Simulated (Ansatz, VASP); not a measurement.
## One calculation of W, two programs

```xyz
1
Lattice="0.0000 1.9973 2.0971 1.9973 0.0000 2.0971 1.9973 1.9973 0.0000" Properties=species:S:1:pos:R:3 pbc="T T T"
W     0.0000    0.0000    0.0000
```

Alike in both runs: task single point; functional r2SCAN; k mesh 22 × 22 × 22; occupations gaussian, width 0.15 eV; no spin polarisation.

|  | VASP | Ansatz |
| --- | --- | --- |
| version | VASP 6.6.1 | Ansatz 0.2.0 |
| potentials or method | VASP PAW PBE potentials, release 64 (W_sv), cutoff 520 eV | scalar-relativistic, plane waves, PAW |
| valence electrons in the cell | 14 | 14 |

Ansatz gave:

| Property | Result |
| --- | --- |
| gap on the k mesh at the Fermi level (eV) | none |
| pressure (GPa) | -8.9 |
| traceless stress, the component that is largest in VASP (GPa) | 9.65 |

Task: Estimate VASP's values.

Result: gap on the k mesh at the Fermi level (eV): none; pressure (GPa): -7.9; traceless stress, the component that is largest in VASP (GPa): 9.71.

VASP's potentials were made for PBE, not for r2SCAN. A gap of «none» marks a metal or a gap that the smearing closes.

Neither program's run includes spin-orbit coupling.
